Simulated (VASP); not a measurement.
A run of VASP 6.6.1 is set up as follows.

File INCAR:

```
  PREC = Accurate
  ENCUT = 520
  EDIFF = 1E-6
  ISMEAR = -1
  SIGMA = 0.1
  LREAL = F
  LASPH = T
  NELM = 100
  ALGO = Normal
  ISIF = 2
  LWAVE = F
  LCHARG = T
  GGA = PS
  LELF = T
  LVHAR = T
  NBANDS = 13
```

KPOINTS

```
regular mesh
0
Gamma
  16 16 16
```

File POSCAR:

```
W
1.0
    2.4719052187      0.0000000000      0.0000000000
    0.0000000000      2.4719052187      0.0000000000
    0.0000000000      0.0000000000      2.4719052187
W
1
Direct
    0.0000000000      0.0000000000      0.0000000000
```

Potentials or basis: VASP PAW PBE potentials, release 64 (W_sv).

Command:

```sh
$ cat potpaw_PBE.64/W_sv/POTCAR > POTCAR
$ mpirun -np 1 vasp_std > vasp.out
```

(1) What does it give for the pressure?

(2) Estimate the band gap on the k mesh.

Answers

(1) 55.5 GPa.

(2) zero (band 7 reaches 14.15 eV, above the bottom of band 8 at 10.38 eV).

Caveat: the PAW data sets were made with another functional, which shifts forces and pressure a little; spin-orbit coupling is left out, which moves the levels of the heavy elements.
